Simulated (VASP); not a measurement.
# K8Cl7 (a cell with a defect) in VASP: single point with PBEsol

Aim: the single point of K8Cl7 (a cell with a defect) with PBEsol.

All numbers are computed with VASP 6.6.1; they aren't measurements. Logs are shortened: lines on timing, memory, paths and dates and some standing lists are left out, and cuts for length are marked.

## 1. The cell of the first run

The cell holds a defect, 15 atoms: a = 8.827 Å, b = 8.827 Å, c = 8.827 Å, α = 60.00°, β = 60.00°, γ = 60.00°.

## 2. Single point, PBEsol

INCAR

```
SYSTEM = K8Cl7
PREC = Accurate
ENCUT = 520
EDIFF = 1E-6
ISMEAR = 0
SIGMA = 0.05
LREAL = Auto
LASPH = .TRUE.
NELM = 60
ALGO = Normal
ISIF = 2
LWAVE = .FALSE.
LCHARG = .TRUE.
GGA = PS
LELF = .TRUE.
LVHAR = .TRUE.
NELECT = 120.0
NBANDS = 74
```

KPOINTS

```
Automatic mesh
0
G
  4 4 4
  0 0 0
```

POSCAR

```
K8Cl7
1.0
    0.0000000000      6.2414083080     -6.2414083080
    6.2414083080      6.2414083080      0.0000000000
    6.2414083080      0.0000000000     -6.2414083080
K Cl
8 7
Direct
    0.4990985762      0.4818193029      0.0009013991
    0.5348161561     -0.0005319312     -0.0348161808
    1.0038917005      0.4841636456      0.0038915897
    0.9912840492      0.0288472555     -0.0087159015
    0.5087159569      0.5114153477      0.5087159569
    0.4961083857     -0.0080531504      0.4961083857
    1.0009013498      0.4818193029      0.4990985762
    0.9651837699     -0.0005319312      0.5348161561
    0.2499999877      0.1817327026      0.2499999877
    0.7719989243      0.7497518619      0.2377459424
    0.7280010017      0.2594968027      0.2622540329
    0.2377459424      0.7497518619      0.7719989243
    0.2622539528      0.2594967225      0.7280010818
    0.7500000431      0.7275485397      0.7500000431
    0.7500000431      0.2599401321      0.7500000431
```

Potentials or basis: VASP PAW PBE potentials, release 64 (K_sv, Cl).

Run with:

```bash
$ cat potpaw_PBE.64/K_sv/POTCAR potpaw_PBE.64/Cl/POTCAR > POTCAR
$ mpirun -np 1 vasp_std > vasp.out
```

OUTCAR:

```text
SYSTEM = K8Cl7
   PREC = Accurate
   ENCUT = 520
   EDIFF = 1E-6
   ISMEAR = 0
   LREAL = Auto
   LASPH = .TRUE.
   NELM = 60
   ISIF = 2
   GGA = PS
   NELECT = 120.0

 ion  position               nearest neighbor table
   1  0.499  0.482  0.001-  15 2.96  11 3.07  12 3.07  14 3.10
   2  0.535  0.999  0.965-  15 2.98   9 2.98  14 3.06  10 3.19  13 3.19   8 3.80
   3  0.004  0.484  0.004-   9 3.11  12 3.12  10 3.12  13 3.13  11 3.13  14 3.17
   4  0.991  0.029  0.991-  15 3.01  10 3.12  12 3.12  13 3.14  11 3.14
   5  0.509  0.511  0.509-  15 3.01  11 3.12  13 3.12  10 3.14  12 3.14
   6  0.496  0.992  0.496-   9 3.11  13 3.12  11 3.12  12 3.13  10 3.13  14 3.17
   7  0.001  0.482  0.499-  15 2.96  10 3.07  13 3.07  14 3.10
   8  0.965  0.999  0.535-  15 2.98   9 2.98  14 3.06  11 3.19  12 3.19   2 3.80
   9  0.250  0.182  0.250-   2 2.98   8 2.98   3 3.11   6 3.11
  10  0.772  0.750  0.238-   7 3.07   4 3.12   3 3.12   6 3.13   5 3.14   2 3.19
  11  0.728  0.259  0.262-   1 3.07   5 3.12   6 3.12   3 3.13   4 3.14   8 3.19
  12  0.238  0.750  0.772-   1 3.07   4 3.12   3 3.12   6 3.13   5 3.14   8 3.19
  13  0.262  0.259  0.728-   7 3.07   5 3.12   6 3.12   3 3.13   4 3.14   2 3.19
  14  0.750  0.728  0.750-   8 3.06   2 3.06   7 3.10   1 3.10   3 3.17   6 3.17
  15  0.750  0.260  0.750-   7 2.96   1 2.96   2 2.98   8 2.98   4 3.01   5 3.01

  LATTYP: Found a face centered cubic cell.
 ALAT       =    12.4828166160

  Lattice vectors:

 A1 = (   0.0000000000,   6.2414083080,  -6.2414083080)
 A2 = (   6.2414083080,   6.2414083080,   0.0000000000)
 A3 = (   6.2414083080,   0.0000000000,  -6.2414083080)

Analysis of symmetry for initial positions (statically):
=====================================================================
 Subroutine PRICEL returns:
 Original cell was already a primitive cell.

 Routine SETGRP: Setting up the symmetry group for a
 face centered cubic supercell.

 Subroutine GETGRP returns: Found  4 space group operations
 (whereof  2 operations were pure point group operations)
 out of a pool of 48 trial point group operations.

The static configuration has the point symmetry C_1h.
 The point group associated with its full space group is C_2v.

Analysis of symmetry for dynamics (positions and initial velocities):
=====================================================================
 Subroutine PRICEL returns:
 Original cell was already a primitive cell.

 Routine SETGRP: Setting up the symmetry group for a
 face centered cubic supercell.

 Subroutine GETGRP returns: Found  4 space group operations
 (whereof  2 operations were pure point group operations)
 out of a pool of 48 trial point group operations.

The dynamic configuration has the point symmetry C_1h.
 The point group associated with its full space group is C_2v.

 Subroutine INISYM returns: Found  4 space group operations
 (whereof  2 operations are pure point group operations),
 and found     1 'primitive' translations

----------------------------------------------------------------------------------------

                                     Primitive cell

  volume of cell :     486.2703

  direct lattice vectors                    reciprocal lattice vectors
     0.000000000  6.241408308 -6.241408308    -0.080110125  0.080110125 -0.080110125
     6.241408308  6.241408308  0.000000000     0.080110125  0.080110125  0.080110125
     6.241408308  0.000000000 -6.241408308     0.080110125 -0.080110125 -0.080110125

  length of vectors
     8.826684277  8.826684277  8.826684277     0.138754807  0.138754807  0.138754807

  position of ions in fractional coordinates (direct lattice)
     0.499098576  0.481819303  0.000901399
     0.534816156  0.999468069  0.965183819
     0.003891700  0.484163646  0.003891590
     0.991284049  0.028847255  0.991284099
     0.508715957  0.511415348  0.508715957
     0.496108386  0.991946850  0.496108386
     0.000901350  0.481819303  0.499098576
     0.965183770  0.999468069  0.534816156
     0.249999988  0.181732703  0.249999988
     0.771998924  0.749751862  0.237745942
     0.728001002  0.259496803  0.262254033
     0.237745942  0.749751862  0.771998924
     0.262253953  0.259496723  0.728001082
     0.750000043  0.727548540  0.750000043
     0.750000043  0.259940132  0.750000043

  ion indices of the primitive-cell ions
   primitive index   ion index
                 1           1
                 2           2
                 3           3
                 4           4
                 5           5
                 6           6
                 7           7
                 8           8
                 9           9
                10          10
                11          11
                12          12
                13          13
                14          14
                15          15

----------------------------------------------------------------------------------------

 KPOINTS: Automatic mesh

Automatic generation of k-mesh.
 Grid dimensions read from file:
 generate k-points for:    4    4    4

 Generating k-lattice:

  Cartesian coordinates                     Fractional coordinates (reciprocal lattice)
    -0.020027531  0.020027531 -0.020027531     0.250000000  0.000000000  0.000000000
     0.020027531  0.020027531  0.020027531     0.000000000  0.250000000  0.000000000
     0.020027531 -0.020027531 -0.020027531     0.000000000  0.000000000  0.250000000

  Length of vectors
     0.034688702  0.034688702  0.034688702

  Shift w.r.t. Gamma in fractional coordinates (k-lattice)
     0.000000000  0.000000000  0.000000000

 Subroutine IBZKPT returns following result:
 ===========================================

 Found     18 irreducible k-points:

 Following reciprocal coordinates:
            Coordinates               Weight
  0.000000  0.000000  0.000000      1.000000
  0.250000  0.000000  0.000000      4.000000
  0.000000  0.250000  0.000000      4.000000
  0.500000  0.000000  0.000000      2.000000
  0.000000  0.500000  0.000000      2.000000
  0.250000  0.250000  0.000000      4.000000
[... 10 lines left out ...]
 -0.250000  0.500000  0.250000      2.000000
  0.250000 -0.250000  0.500000      4.000000
   k-points           NKPTS =     18   k-points in BZ     NKDIM =     18   number of bands    NBANDS=     74
   number of dos      NEDOS =    301   number of ions     NIONS =     15
   total plane-waves  NPLWV = 343000
   dimension x,y,z NGX =    70 NGY =   70 NGZ =   70
   dimension x,y,z NGXF=   140 NGYF=  140 NGZF=  140
   ions per type =               8   7
   NGX,Y,Z   is equivalent  to a cutoff of  13.18, 13.18, 13.18 a.u.
   NGXF,Y,Z  is equivalent  to a cutoff of  26.37, 26.37, 26.37 a.u.
 SYSTEM =  K8Cl7
   PREC   = accura    normal or accurate (medium, high low for compatibility)
   ISTART =      0    job   : 0-new  1-cont  2-samecut
   ICHARG =      2    charge: 1-file 2-atom 10-const
   ISPIN  =      1    spin polarized calculation?
   LNONCOLLINEAR =      F non collinear calculations
   LSORBIT =      F    spin-orbit coupling
   LASPH  =      T    aspherical Exc in radial PAW
   ENCUT  =  520.0 eV  38.22 Ry    6.18 a.u.  16.41 16.41 16.41*2*pi/ulx,y,z
   NELM   =     60;   NELMIN=  2; NELMDL= -5     # of ELM steps
   EDIFF  = 0.1E-05   stopping-criterion for ELM
   LREAL  =      T    real-space projection
   EDIFFG = 0.1E-04   stopping-criterion for IOM
   NSW    =      0    number of steps for IOM
[... 5 lines left out ...]
   TEBEG  =    0.0;   TEEND  =   0.0 temperature during run
   PSTRESS=    0.0 pullay stress
   NELECT =     120.0000    total number of electrons
   NUPDOWN=      -1.0000    fix difference up-down
   EMIN   =  10.00;   EMAX   =-10.00  energy-range for DOS
   EFERMI =   0.00;   METHOD = LEGACY
   ISMEAR =     0;   SIGMA  =   0.05  broadening in eV -4-tet -1-fermi 0-gaus
   EFERMI_NEDOS =   21; number of points for ismear=-14 and -15
   IALGO  =     38    algorithm
   IMIX   =      4    mixing-type and parameters
     AMIX     =   0.40;   BMIX     =  1.00
     AMIX_MAG =   1.60;   BMIX_MAG =  1.00
  volume/ion in A,a.u.               =      32.42       218.77
  Fermi-wavevector in a.u.,A,eV,Ry     =   1.026855  1.940475 14.346420  1.054432
  Thomas-Fermi vector in A             =   2.160770
   LORBIT       =      0    0 simple, 1 ext, 2 COOP (PROOUT), +10 PAW based schemes
   GGA     = PS    functional components
   LHFCALC =     F    Hartree Fock is set to
   AEXX    =    0.0000 exact exchange contribution
   IVDW    =     0    specifies the selected vdW correction
   LEPSILON=     F    determine dielectric tensor
   LRPA    =     F    only Hartree local field effects (RPA)
 non-spin polarized calculation
 Gauss-broadening in eV      SIGMA  =   0.05
  energy-cutoff  :      520.00
  volume of cell :      486.27
 maximum number of plane-waves:     13122
 NGX is ok and might be reduce to    70
   NGX = 33   NGY = 33   NGZ = 33

 number of electron     119.9999997 magnetization

 Free energy of the ion-electron system (eV)
  ---------------------------------------------------
  ext. energy  EPLUGINS =         0.00000000
  ---------------------------------------------------
  free energy    TOTEN  =       -52.01428537 eV

  energy without entropy =      -52.01428537  energy(sigma->0) =      -52.01428537

 E-fermi :  -1.5699     XC(G=0):  -7.3760

 val. band max:       -1.8744604297   @ k =   0.0000   0.0000   0.0000
 cond. band min:       2.4626838633   @ k =   0.0000   0.0000   0.0000
 fundamental gap:      4.3371442930
 Fermi energy:        -1.5699317072

 k-point     1 :       0.0000    0.0000    0.0000
  band No.  band energies     occupation
      1     -29.2295      2.00000
      2     -29.2252      2.00000
      3     -29.1614      2.00000
      4     -29.1611      2.00000
      5     -29.0801      2.00000
      6     -29.0684      2.00000
[... 64 lines left out ...]
     71       5.8767      0.00000
     72       6.2727      0.00000

 k-point     2 :       0.2500    0.0000    0.0000
  band No.  band energies     occupation
      1     -29.2289      2.00000
      2     -29.2258      2.00000
      3     -29.1614      2.00000
      4     -29.1612      2.00000
      5     -29.0798      2.00000
      6     -29.0686      2.00000
[... 64 lines left out ...]
     71       5.9273      0.00000
     72       6.2156      0.00000

 k-point     3 :       0.0000    0.2500    0.0000
  band No.  band energies     occupation
      1     -29.2294      2.00000
      2     -29.2252      2.00000
      3     -29.1614      2.00000
      4     -29.1612      2.00000
      5     -29.0801      2.00000
      6     -29.0684      2.00000
[... 1114 lines left out ...]
     71       5.8257      0.00000
     72       5.8735      0.00000

 k-point    18 :       0.2500   -0.2500    0.5000
  band No.  band energies     occupation
      1     -29.2287      2.00000
      2     -29.2258      2.00000
      3     -29.1614      2.00000
      4     -29.1612      2.00000
      5     -29.0799      2.00000
      6     -29.0686      2.00000
[... 64 lines left out ...]
     71       5.8282      0.00000
     72       5.8912      0.00000
 [bands above 72 left out]

------------------------ aborting loop because EDIFF is reached ----------------------------------------

  FORCE on cell =-STRESS in cart. coord.  units (eV):
  Direction    XX          YY          ZZ          XY          YZ          ZX
  --------------------------------------------------------------------------------------
  -------------------------------------------------------------------------------------
  Total       -3.1835570     -3.1835570     -4.0047040     -0.4220816     -0.0000000      0.0000000
  in kB      -10.4892742    -10.4892742    -13.1948127     -1.3906866     -0.0000000      0.0000000
  external PRESSURE =     -11.3911203 kB  Pullay stress =       0.0000000 kB

 VOLUME and BASIS-vectors are now :
 -----------------------------------------------------------------------------
  energy-cutoff  :      520.00
  volume of cell :      486.27
      direct lattice vectors                 reciprocal lattice vectors
     0.000000000  6.241408308 -6.241408308    -0.080110125  0.080110125 -0.080110125
     6.241408308  6.241408308  0.000000000     0.080110125  0.080110125  0.080110125
     6.241408308  0.000000000 -6.241408308     0.080110125 -0.080110125 -0.080110125

 POSITION                                       TOTAL-FORCE (eV/Angst)
 -----------------------------------------------------------------------------------
      3.01286      6.12231     -3.12070        -0.036412     -0.053060     -0.000000
     12.26219      9.57609     -9.36211         0.042098     -0.065808     -0.000000
      3.04615      3.04615     -0.04858         0.007574      0.007574      0.024055
      6.36706      6.36706    -12.37402        -0.028536     -0.028536      0.026241
      6.36706      6.36706     -6.35021        -0.028536     -0.028536     -0.026241
      9.28756      9.28756     -6.19283         0.007574      0.007574     -0.024055
      6.12231      3.01286     -3.12070        -0.053060     -0.036412     -0.000000
      9.57609     12.26219     -9.36211        -0.065808      0.042098     -0.000000
      2.69462      2.69462     -3.12070         0.220777      0.220777     -0.000000
      6.16338      9.49787     -6.30223         0.010948     -0.027605      0.026364
      3.25646      6.16338     -6.18059        -0.027605      0.010948     -0.026364
      9.49787      6.16338     -6.30223        -0.027605      0.010948      0.026364
      6.16338      3.25646     -6.18059         0.010948     -0.027605     -0.026364
      9.22198      9.22198     -9.36211         0.010473      0.010473     -0.000000
      6.30345      6.30345     -9.36211        -0.042831     -0.042831     -0.000000
 -----------------------------------------------------------------------------------
    total drift:                               -0.004901     -0.003771      0.004240

  FREE ENERGIE OF THE ION-ELECTRON SYSTEM (eV)
  ---------------------------------------------------
  free  energy   TOTEN  =       -52.0142853660 eV

  energy  without entropy=      -52.0142853660  energy(sigma->0) =      -52.01428537
```

It took 51 min on 1 thread of Intel Xeon 8259CL, shared host; peak memory 0.9 GiB.

What came out:

| Property | Result |
| --- | --- |
| Free energy | -52.0143 eV |
| Largest force | 0.312 eV/Å |

Forces on the atoms (eV/Å):
```
K   -0.036 -0.053  0.000
K    0.042 -0.066  0.000
K    0.008  0.008  0.024
K   -0.029 -0.029  0.026
K   -0.029 -0.029 -0.026
K    0.008  0.008 -0.024
K   -0.053 -0.036  0.000
K   -0.066  0.042  0.000
Cl   0.221  0.221  0.000
Cl   0.011 -0.028  0.026
Cl  -0.028  0.011 -0.026
Cl  -0.028  0.011  0.026
Cl   0.011 -0.028 -0.026
Cl   0.010  0.010  0.000
Cl  -0.043 -0.043  0.000
```

Levels at points of the mesh, in eV from the Fermi level:
| k point | band 58 | band 59 | band 60 | band 61 | band 62 | band 63 |
| --- | --- | --- | --- | --- | --- | --- |
| (0.00, 0.00, 0.00) | -0.37 | -0.34 | -0.30 | 4.03 | 6.04 | 6.12 |
| (0.50, 0.00, 0.00) | -0.47 | -0.46 | -0.41 | 4.74 | 5.61 | 6.58 |
| (0.00, 0.50, 0.00) | -0.46 | -0.45 | -0.43 | 4.76 | 5.60 | 6.60 |
| (0.50, 0.50, 0.00) | -0.47 | -0.38 | -0.38 | 4.84 | 5.80 | 6.39 |
| (0.50, 0.00, 0.50) | -0.51 | -0.41 | -0.37 | 4.81 | 5.86 | 6.44 |

Caveat: the cell carries a net charge on a neutralising background, which shifts energy and pressure; the cell is charged against a uniform background, so pressure and absolute levels hang on convention; the PAW data sets were made with another functional, which shifts forces and pressure a little.
